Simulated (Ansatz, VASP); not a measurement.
Two plane-wave programs on Mg3Re

```
CELL_PARAMETERS angstrom
4.14631 0.00000 0.00000
0.00000 4.14631 0.00000
0.00000 0.00000 4.14631
ATOMIC_POSITIONS crystal
Mg 0.00000 0.50000 0.50000
Mg 0.50000 0.00000 0.50000
Mg 0.50000 0.50000 0.00000
Re 0.00000 0.00000 0.00000
```

Alike in both runs: functional PBE; k mesh 12 × 12 × 12; occupations gaussian, width 0.1 eV; no spin polarisation.

Ansatz relaxed the structure, and its values are those at the end. VASP's run is a single point on that final structure, the one shown.

```csv
,VASP,Ansatz
version,VASP 6.6.1,Ansatz 0.2.0
potentials or method,"VASP PAW PBE potentials, release 64 (Mg, Re), cutoff 520 eV","scalar-relativistic, plane waves, PAW"
valence electrons in the cell,13,45
```

|  | VASP | Ansatz | Ansatz less VASP |
| --- | --- | --- | --- |
| gap on the k mesh at the Fermi level (eV) | none | none | - |
| pressure (GPa) | -0.2 | 0.0 | +0.18 |

A gap of «none» marks a metal or a gap that the smearing closes. With one functional, cell and mesh, what is left measures potentials, basis and numerics. VASP's potentials hold 13 valence electrons a cell and Ansatz's 45, so a difference there can come from the potentials and not from the codes.

Spin-orbit coupling is off throughout.
